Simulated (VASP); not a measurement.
# Sr2I (P-3m1) in VASP: density of states with PBE

Aim: the density of states of Sr2I with PBE.

Program: VASP 6.6.1. These are calculated values, not measurements. Logs are shortened: lines on timing, memory, paths and dates and some standing lists are left out, and cuts for length are marked.

**1. The cell of the first run**

It takes space group P-3m1 (No. 164, trigonal). Conventional cell: a = 4.335 Å, b = 4.335 Å, c = 8.447 Å, α = 90.00°, β = 90.00°, γ = 120.00°. Sr (site symmetry 3m) has 3 I at 3.57 Å and 9 Sr at 4.19 to 4.33 Å within 4.7 Å. I (site symmetry -3m) has 6 Sr at 3.57 Å and 6 I at 4.33 Å within 4.7 Å.

**2. Density of states, PBE**

Contents of POSCAR:

```
Sr2I
1.0
    4.3349793008      0.0000000289      0.0000000000
   -2.1674896754      3.7542021849      0.0000000000
    0.0000000000      0.0000000000      8.4472373000
Sr I
2 1
Direct
    0.3333333333      0.6666666667      0.8013650000
    0.6666666667      0.3333333333      0.1986350000
    0.0000000000      0.0000000000      0.5000000000
```

Contents of INCAR.step1:

```
SYSTEM = Sr2I
ALGO = Normal ; EDIFF = 1E-7
ENCUT = 520 ; GGA = PE
ISIF = 2 ; ISMEAR = 0
LASPH = .TRUE. ; LCHARG = .TRUE.
LREAL = .FALSE. ; LWAVE = .FALSE.
NBANDS = 20 ; NELM = 60
PREC = Accurate ; SIGMA = 0.1
```

Contents of KPOINTS.step1:

```
k-points
0
G
  12 12 6
  0 0 0
```

Contents of INCAR.step2:

```
SYSTEM = Sr2I
ALGO = Normal ; EDIFF = 1E-7
ENCUT = 520 ; GGA = PE
ICHARG = 11 ; ISIF = 2
ISMEAR = -5 ; LASPH = .TRUE.
LCHARG = .FALSE. ; LORBIT = 11
LREAL = .FALSE. ; LWAVE = .FALSE.
NBANDS = 20 ; NEDOS = 1001
NELM = 60 ; PREC = Accurate
SIGMA = 0.1
```

Contents of KPOINTS.step2:

```
k-points
0
G
  18 18 9
  0 0 0
```

Potentials or basis: VASP PAW PBE potentials, release 64 (Sr_sv, I).

Launch:

```sh
> cat potpaw_PBE.64/Sr_sv/POTCAR potpaw_PBE.64/I/POTCAR > POTCAR
> cp INCAR.step1 INCAR
> cp KPOINTS.step1 KPOINTS
> mpirun -np 1 vasp_std > vasp.out
> cp INCAR.step2 INCAR
> cp KPOINTS.step2 KPOINTS
> mpirun -np 1 vasp_std > vasp.out
```

OUTCAR:

```text
SYSTEM = Sr2I
   EDIFF = 1E-7
   ENCUT = 520
   GGA = PE
   ICHARG = 11
   ISIF = 2
   ISMEAR = -5
   LASPH = .TRUE.
   LORBIT = 11
   LREAL = .FALSE.
   NELM = 60
   PREC = Accurate

 ion  position               nearest neighbor table
   1  0.333  0.667  0.801-   3 3.57   3 3.57   3 3.57   2 4.19   2 4.19   2 4.19
   2  0.667  0.333  0.199-   3 3.57   3 3.57   3 3.57   1 4.19   1 4.19   1 4.19
   3  0.000  0.000  0.500-   1 3.57   2 3.57   1 3.57   2 3.57   2 3.57   1 3.57

  LATTYP: Found a hexagonal cell.
 ALAT       =     4.3349793008
 C/A-ratio  =     1.9486222918

  Lattice vectors:

 A1 = (   4.3349793008,   0.0000000289,   0.0000000000)
 A2 = (  -2.1674896754,   3.7542021849,   0.0000000000)
 A3 = (   0.0000000000,   0.0000000000,   8.4472373000)

Analysis of symmetry for initial positions (statically):
=====================================================================
 Subroutine PRICEL returns:
 Original cell was already a primitive cell.

 Routine SETGRP: Setting up the symmetry group for a
 hexagonal supercell.

 Subroutine GETGRP returns: Found 12 space group operations
 (whereof 12 operations were pure point group operations)
 out of a pool of 24 trial point group operations.

The static configuration has the point symmetry D_3d.

Analysis of symmetry for dynamics (positions and initial velocities):
=====================================================================
 Subroutine PRICEL returns:
 Original cell was already a primitive cell.

 Routine SETGRP: Setting up the symmetry group for a
 hexagonal supercell.

 Subroutine GETGRP returns: Found 12 space group operations
 (whereof 12 operations were pure point group operations)
 out of a pool of 24 trial point group operations.

The dynamic configuration has the point symmetry D_3d.

 Subroutine INISYM returns: Found 12 space group operations
 (whereof 12 operations are pure point group operations),
 and found     1 'primitive' translations

----------------------------------------------------------------------------------------

                                     Primitive cell

  volume of cell :     137.4736

  direct lattice vectors                    reciprocal lattice vectors
     4.334979301  0.000000029  0.000000000     0.230681608  0.133184091  0.000000000
    -2.167489675  3.754202185  0.000000000    -0.000000002  0.266368178  0.000000000
     0.000000000  0.000000000  8.447237300     0.000000000  0.000000000  0.118381900

  length of vectors
     4.334979301  4.334979301  8.447237300     0.266368178  0.266368178  0.118381900

  position of ions in fractional coordinates (direct lattice)
     0.333333333  0.666666667  0.801365000
     0.666666667  0.333333333  0.198635000
     0.000000000  0.000000000  0.500000000

  ion indices of the primitive-cell ions
   primitive index   ion index
                 1           1
                 2           2
                 3           3

----------------------------------------------------------------------------------------

 KPOINTS: k-points

Automatic generation of k-mesh.
 Grid dimensions read from file:
 generate k-points for:   18   18    9

 Generating k-lattice:

  Cartesian coordinates                     Fractional coordinates (reciprocal lattice)
     0.012815645  0.007399116  0.000000000     0.055555556  0.000000000  0.000000000
    -0.000000000  0.014798232  0.000000000     0.000000000  0.055555556  0.000000000
     0.000000000  0.000000000  0.013153544     0.000000000  0.000000000  0.111111111

  Length of vectors
     0.014798232  0.014798232  0.013153544

  Shift w.r.t. Gamma in fractional coordinates (k-lattice)
     0.000000000  0.000000000  0.000000000

 TETIRR: Found   4263 inequivalent tetrahedra from    17496

 Subroutine IBZKPT returns following result:
 ===========================================

 Found    293 irreducible k-points:

 Following reciprocal coordinates:
            Coordinates               Weight
  0.000000  0.000000  0.000000      1.000000
  0.055556  0.000000  0.000000      6.000000
  0.111111  0.000000  0.000000      6.000000
  0.166667 -0.000000  0.000000      6.000000
  0.222222  0.000000  0.000000      6.000000
  0.277778 -0.000000  0.000000      6.000000
[... 16 lines left out ...]
  0.333333  0.111111  0.000000     12.000000
  0.388889  0.111111  0.000000     12.000000
 [... further k-points ...]
   k-points           NKPTS =    293   k-points in BZ     NKDIM =    293   number of bands    NBANDS=     20
   number of dos      NEDOS =   1001   number of ions     NIONS =      3
   total plane-waves  NPLWV =  65536
   dimension x,y,z NGX =    32 NGY =   32 NGZ =   64
   dimension x,y,z NGXF=    64 NGYF=   64 NGZF=  128
   ions per type =               2   1
   NGX,Y,Z   is equivalent  to a cutoff of  12.27, 12.27, 12.60 a.u.
   NGXF,Y,Z  is equivalent  to a cutoff of  24.54, 24.54, 25.19 a.u.
 SYSTEM =  Sr2I
   PREC   = accura    normal or accurate (medium, high low for compatibility)
   ISTART =      0    job   : 0-new  1-cont  2-samecut
   ICHARG =     11    charge: 1-file 2-atom 10-const
   ISPIN  =      1    spin polarized calculation?
   LNONCOLLINEAR =      F non collinear calculations
   LSORBIT =      F    spin-orbit coupling
   LASPH  =      T    aspherical Exc in radial PAW
   ENCUT  =  520.0 eV  38.22 Ry    6.18 a.u.   8.06  8.06 15.71*2*pi/ulx,y,z
   NELM   =     60;   NELMIN=  2; NELMDL=  0     # of ELM steps
   EDIFF  = 0.1E-06   stopping-criterion for ELM
   LREAL  =      F    real-space projection
   EDIFFG = 0.1E-05   stopping-criterion for IOM
   NSW    =      0    number of steps for IOM
   IBRION =     -1    ionic relax: 0-MD 1-quasi-New 2-CG
   NFREE  =      0    steps in history (QN), initial steepest desc. (CG)
   ISIF   =      2    stress and relaxation
   ISYM   =      2    0-nonsym 1-usesym 2-fastsym
   POTIM  = 0.5000    time-step for ionic-motion
   TEBEG  =    0.0;   TEEND  =   0.0 temperature during run
   PSTRESS=    0.0 pullay stress
   NELECT =      27.0000    total number of electrons
   NUPDOWN=      -1.0000    fix difference up-down
   EMIN   =  10.00;   EMAX   =-10.00  energy-range for DOS
   EFERMI =   0.00;   METHOD = LEGACY
   ISMEAR =    -5;   SIGMA  =   0.10  broadening in eV -4-tet -1-fermi 0-gaus
   EFERMI_NEDOS =   21; number of points for ismear=-14 and -15
   IALGO  =     38    algorithm
   IMIX   =      4    mixing-type and parameters
     AMIX     =   0.40;   BMIX     =  1.00
     AMIX_MAG =   1.60;   BMIX_MAG =  1.00
  volume/ion in A,a.u.               =      45.82       309.24
  Fermi-wavevector in a.u.,A,eV,Ry     =   0.951604  1.798271 12.320760  0.905550
  Thomas-Fermi vector in A             =   2.080090
   LORBIT       =     11    0 simple, 1 ext, 2 COOP (PROOUT), +10 PAW based schemes
   GGA     = PE    functional components
   LHFCALC =     F    Hartree Fock is set to
   AEXX    =    0.0000 exact exchange contribution
   IVDW    =     0    specifies the selected vdW correction
   LEPSILON=     F    determine dielectric tensor
   LRPA    =     F    only Hartree local field effects (RPA)
 non-spin polarized calculation
 Fermi weights with tetrahedron method with Bloechl corrections
  energy-cutoff  :      520.00
  volume of cell :      137.47
 maximum number of plane-waves:      3750

 number of electron      26.9999998 magnetization

 Free energy of the ion-electron system (eV)
  ---------------------------------------------------
  ext. energy  EPLUGINS =         0.00000000
  ---------------------------------------------------
  free energy    TOTEN  =        -7.14210211 eV

  energy without entropy =       -7.14210211  energy(sigma->0) =       -7.14210211

 E-fermi :   3.3182     XC(G=0):  -7.8545

 val. band max:        3.4189768718   @ k =   0.3333   0.3333   0.4444
 cond. band min:       3.2888321613   @ k =   0.3889   0.2222   0.3333
 fundamental gap:     -0.1301447105
 Fermi energy:         3.3181699912

 k-point     1 :       0.0000    0.0000    0.0000
  band No.  band energies     occupation
      1     -33.4772      2.00000
      2     -33.4685      2.00000
      3     -15.5619      2.00000
      4     -15.4268      2.00000
      5     -15.3982      2.00000
      6     -15.3982      2.00000
[... 12 lines left out ...]
     19       5.5966      0.00000
     20       5.5967      0.00000

 k-point     2 :       0.0556    0.0000    0.0000
  band No.  band energies     occupation
      1     -33.4770      2.00000
      2     -33.4683      2.00000
      3     -15.5600      2.00000
      4     -15.4285      2.00000
      5     -15.4007      2.00000
      6     -15.3994      2.00000
[... 12 lines left out ...]
     19       5.5485      0.00000
     20       5.6170      0.00000

 k-point     3 :       0.1111    0.0000    0.0000
  band No.  band energies     occupation
      1     -33.4761      2.00000
      2     -33.4678      2.00000
      3     -15.5545      2.00000
      4     -15.4347      2.00000
      5     -15.4068      2.00000
      6     -15.4028      2.00000
[... 12 lines left out ...]
     19       5.5309      0.00000
     20       5.6856      0.00000

 k-point     4 :       0.1667   -0.0000    0.0000
  band No.  band energies     occupation
      1     -33.4748      2.00000
      2     -33.4671      2.00000
      3     -15.5461      2.00000
      4     -15.4477      2.00000
      5     -15.4184      2.00000
      6     -15.4099      2.00000
[... 429 lines left out ...]
 k-point    23 :       0.3333    0.1111    0.0000
  band No.  band energies     occupation
      1     -33.4678      2.00000
      2     -33.4640      2.00000
      3     -15.5254      2.00000
      4     -15.5190      2.00000
      5     -15.4754      2.00000
      6     -15.4414      2.00000
[... 12 lines left out ...]
     19       5.9249      0.00000
     20       6.0503      0.00000

 k-point    24 :       0.3889    0.1111    0.0000
  band No.  band energies     occupation
      1     -33.4667      2.00000
      2     -33.4638      2.00000
      3     -15.5359      2.00000
      4     -15.5243      2.00000
      5     -15.4677      2.00000
      6     -15.4492      2.00000
[... 12 lines left out ...]
     19       6.0663      0.00000
     20       6.1332      0.00000

 [... further k-points ...]

------------------------ aborting loop because EDIFF is reached ----------------------------------------

  FORCE on cell =-STRESS in cart. coord.  units (eV):
  Direction    XX          YY          ZZ          XY          YZ          ZX
  --------------------------------------------------------------------------------------
  -------------------------------------------------------------------------------------
  Total        0.0156065      0.0156065      0.0189278      0.0000000      0.0000000     -0.0000000
  in kB        0.1818850      0.1818850      0.2205929      0.0000000      0.0000000     -0.0000000
  external PRESSURE =       0.1947876 kB  Pullay stress =       0.0000000 kB

 VOLUME and BASIS-vectors are now :
 -----------------------------------------------------------------------------
  energy-cutoff  :      520.00
  volume of cell :      137.47
      direct lattice vectors                 reciprocal lattice vectors
     4.334979301  0.000000029  0.000000000     0.230681608  0.133184091  0.000000000
    -2.167489675  3.754202185  0.000000000    -0.000000002  0.266368178  0.000000000
     0.000000000  0.000000000  8.447237300     0.000000000  0.000000000  0.118381900

 POSITION                                       TOTAL-FORCE (eV/Angst)
 -----------------------------------------------------------------------------------
     -0.00000      2.50280      6.76932        -0.000000      0.000000      0.013164
      2.16749      1.25140      1.67792         0.000000     -0.000000     -0.013164
      0.00000      0.00000      4.22362        -0.000000      0.000000      0.000000
 -----------------------------------------------------------------------------------
    total drift:                                0.000000     -0.000000      0.000000

  FREE ENERGIE OF THE ION-ELECTRON SYSTEM (eV)
  ---------------------------------------------------
  free  energy   TOTEN  =        -7.1421021085 eV

  energy  without entropy=       -7.1421021085  energy(sigma->0) =       -7.14210211

 total charge

# of ion       s       p       d       tot
------------------------------------------
    1        2.048   5.723   0.149   7.919
    2        2.048   5.723   0.149   7.919
    3        1.503   2.813   0.014   4.330
--------------------------------------------------
tot          5.599  14.259   0.312  20.169
```

It took 14 min on 1 thread of Oxide Virtual Turin-like, shared host; peak memory 0.8 GiB.

Results:

```yaml
Valence_electrons_inside_the_program's_atomic_spheres: Sr 7.92; I 4.33
```

Levels at points of the mesh, in eV from the Fermi level:
```tsv
k point	band 12	band 13	band 14	band 15	band 16	band 17
(0.00, 0.00, 0.00)	-3.52	-2.83	-0.13	1.33	1.77	2.03
(0.50, 0.00, 0.00)	-4.01	-0.57	-0.23	0.10	1.43	1.76
```

Caveat: spin-orbit coupling is left out, which moves the levels of the heavy elements; an odd number of electrons without spin polarisation forces a metal; a magnetic or distorted state may lie lower; tetrahedron occupations give inexact forces and stress in metals.
